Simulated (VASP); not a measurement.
Runs of VASP 6.6.1 on TiSi. The structure is that of space group Cmmm (No. 65), or close to it. The cells are those of the table. 

```tsv
cell	gap on the mesh (eV)	pressure (GPa)
a = 2.868, b = 2.868, c = 3.598 Å, angles 90.0, 90.0, 98.8°, 2 atoms	none	-2.5
a = 2.703, b = 2.703, c = 4.053 Å, angles 90.0, 90.0, 98.8°, 2 atoms	none	-5.6
a = 2.625, b = 2.625, c = 4.296 Å, angles 90.0, 90.0, 98.8°, 2 atoms	none	(a)
a = 2.945, b = 2.945, c = 3.413 Å, angles 90.0, 90.0, 98.8°, 2 atoms	none	-0.7
a = 2.828, b = 2.828, c = 3.702 Å, angles 90.0, 90.0, 98.8°, 2 atoms	none	(b)
```

Alike in all rows: task single point; level PBEsol; potentials or basis VASP PAW PBE potentials, release 64 (Ti_sv, Si); no spin polarisation; k mesh 20 × 20 × 14; cutoff (eV) 520; smearing gaussian 0.15 eV.

Task: Estimate the missing entries.

Result: (a) -5.7; (b) -3.5.

Caveats: the PAW data sets were made with another functional, which shifts forces and pressure a little; the stress differs along the axes, from -6 to 3 GPa (at least some runs); the stress differs along the axes, from -13 to -2 GPa (at least some runs); the stress differs along the axes, from -21 to 2 GPa (at least some runs); the stress differs along the axes, from -8 to 7 GPa (at least some runs); the stress differs along the axes, from -5 to -0 GPa (at least some runs).

A gap of «none» marks levels without a gap at the run's occupations.
